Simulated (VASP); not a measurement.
Input of a VASP 6.6.1 run:

The input INCAR:

```
SYSTEM = AlN
ALGO = Normal
EDIFF = 1E-6
ENCUT = 520
GGA = PE
ISIF = 2
ISMEAR = 0
LASPH = .True.
LCHARG = .False.
LREAL = Auto
LWAVE = .False.
NBANDS = 46
NELM = 100
PREC = Accurate
SIGMA = 0.05
```

File KPOINTS:

```
k-points
0
Gamma
  4 8 3
  0 0 0
```

POSCAR

```
AlN
1.0
   -1.5651197814     -2.7108669814      5.0179796556
    1.5651197814     -2.7108669814      0.0000000000
    7.5125749510      2.1686935851      6.0215755867
Al N
8 8
Direct
    0.6483401023      0.9991356412      0.0981155127
    0.7483401023      0.4991356412      0.8481155127
    0.3483401023      0.4991356412      0.3481155127
    0.0483401023      0.9991356412      0.5981155127
    0.8983401022      0.2491356413      0.3064488460
    0.1983401022      0.7491356413      0.0564488460
    0.5983401022      0.7491356413      0.5564488460
    0.2983401022      0.2491356413      0.8064488460
    0.9154198978      0.8083643587      0.1935011540
    0.0154198978      0.3083643587      0.9435011540
    0.6154198978      0.3083643587      0.4435011540
    0.3154198978      0.8083643587      0.6935011540
    0.1654198977      0.0583643587      0.4018344873
    0.4654198977      0.5583643587      0.1518344873
    0.8654198977      0.5583643587      0.6518344873
    0.5654198977      0.0583643587      0.9018344873
```

Potentials or basis: VASP PAW PBE potentials, release 64 (Al, N).

Command:

```bash
$ cat potpaw_PBE.64/Al/POTCAR potpaw_PBE.64/N/POTCAR > POTCAR
$ mpirun -np 1 vasp_std > vasp.out
```

**Question.** What does it give for the pressure?

**Answer.** -1.8 GPa.

**Question.** What does it give for the largest force?

**Answer.** 2.650 eV/Å.

**Question.** Predict the band gap on the k mesh.

**Answer.** 1.98 eV, indirect (least direct gap 2.07 eV).

Forces on the atoms (eV/Å):
```
Al  -0.631  0.138 -0.061
Al  -0.794 -0.804  0.201
Al   0.292  0.239  0.159
Al   0.109  0.062  0.061
Al   0.078  0.034  0.029
Al   1.012  0.335 -2.426
Al   0.004  0.003  0.002
Al  -0.084 -0.495 -0.981
N    0.575  0.895  0.438
N   -0.776 -0.470  2.233
N   -0.031 -0.005 -0.096
N   -0.252 -0.182  0.191
N   -0.110 -0.026  0.022
N    0.365  0.771 -0.280
N   -0.051 -0.052 -0.068
N    0.293 -0.443  0.577
```

Caveat: forces of over 1 eV/Å act on the atoms, so gaps and moduli don't describe the material at rest. A hybrid or GW would open this gap; PBE tends to underestimate it.
